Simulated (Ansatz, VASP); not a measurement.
## SnO: VASP beside Ansatz

```
CELL_PARAMETERS angstrom
3.82015 0.00030 0.00000
-0.00031 3.82015 0.00000
0.00000 0.00000 22.22607
ATOMIC_POSITIONS crystal
Sn 0.99995 0.99995 0.20246
Sn 0.49995 0.49995 0.30878
Sn 0.49995 0.87495 0.48875
Sn 0.99995 0.37495 0.59507
O 0.99995 0.49995 0.25562
O 0.49995 0.99995 0.25562
O 0.49995 0.37495 0.54191
O 0.99995 0.87495 0.54191
```

Alike in both runs: task single point; functional PBE; dispersion D3(BJ); k mesh 7 × 7 × 1; occupations gaussian, width 0.05 eV; no spin polarisation.

```csv
,VASP,Ansatz
version,VASP 6.6.1,Ansatz 0.2.0
potentials or method,"VASP PAW PBE potentials, release 64 (Sn_d, O), cutoff 520 eV","scalar-relativistic, plane waves, PAW"
valence electrons in the cell,80,80
```

|  | VASP | Ansatz | Ansatz less VASP |
| --- | --- | --- | --- |
| gap on the k mesh at the Fermi level (eV) | 2.31 | 2.31 | +0.006 |
| least direct gap on the mesh (eV) | 2.52 | 2.55 | +0.029 |
| rms of the force components (eV/Å) | 0.038 | 0.014 | -0.0246 |

Ansatz's warnings: structure snapped to symmetry.
